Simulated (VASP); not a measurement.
Set up this calculation in VASP 6.6.1, as the native input.

| Quantity | Value |
| --- | --- |
| Task | single point |
| Functional | r2SCAN |
| Potentials or basis | VASP PAW PBE potentials, release 64 (Ti_sv, Ag) |
| Cutoff | 520 eV |
| k mesh | 10 × 10 × 10 |
| Occupations | gaussian, width 0.1 eV |
| Spin | no spin polarisation |
| Dipole correction | no |
| Further INCAR settings | ALGO = Normal; EDIFF = 1e-06; NBANDS = 32 |

The system is Ti3Ag.

```
Ti Ag
1.0
     4.08013    0.00000    0.00000
     0.00000    4.08013    0.00000
     0.00000    0.00000    4.07706
Ti Ag
3 1
Cartesian
  0.0000 2.0401 2.0385
  2.0401 0.0000 2.0385
  2.0401 2.0401 0.0000
  0.0000 0.0000 0.0000
```

One way to write it, as run:

POSCAR

```
Ti3Ag
1.0
    4.0801348431      0.0000000000      0.0000000000
    0.0000000000      4.0801348431      0.0000000000
    0.0000000000      0.0000000000      4.0770559183
Ti Ag
3 1
Direct
    0.0000000000      0.5000000000      0.5000000000
    0.5000000000      0.0000000000      0.5000000000
    0.5000000000      0.5000000000      0.0000000000
    0.0000000000      0.0000000000      0.0000000000
```

INCAR.step1

```
ALGO = Normal ; EDIFF = 1E-4
ENCUT = 520 ; GGA = PE
ISMEAR = 0 ; LASPH = True
LCHARG = False ; LREAL = False
LWAVE = True ; NBANDS = 32
NELM = 100 ; PREC = Accurate
SIGMA = 0.1
```

INCAR.step2

```
ALGO = Normal ; EDIFF = 1E-6
ENCUT = 520 ; ISIF = 2
ISMEAR = 0 ; ISTART = 1
LASPH = True ; LCHARG = False
LMIXTAU = True ; LREAL = False
LWAVE = False ; METAGGA = R2SCAN
NBANDS = 32 ; NELM = 100
PREC = Accurate ; SIGMA = 0.1
```

KPOINTS

```
k-points
0
Gamma
  10 10 10
```

Potentials or basis: VASP PAW PBE potentials, release 64 (Ti_sv, Ag).

Launch:

```bash
$ cat potpaw_PBE.64/Ti_sv/POTCAR potpaw_PBE.64/Ag/POTCAR > POTCAR
$ cp INCAR.step1 INCAR
$ mpirun -np 1 vasp_std > vasp.out
$ cp INCAR.step2 INCAR
$ mpirun -np 1 vasp_std > vasp.out
```

It gave:

| Quantity | Value |
| --- | --- |
| Pressure | 0.4 GPa |

Caveat: the PAW data sets were made with another functional, which shifts forces and pressure a little.

Wall time 6.7 min on 1 thread of AMD EPYC 9R45 96-Core Processor (Zen 5), with other jobs on the host, peak memory 0.32 GiB.
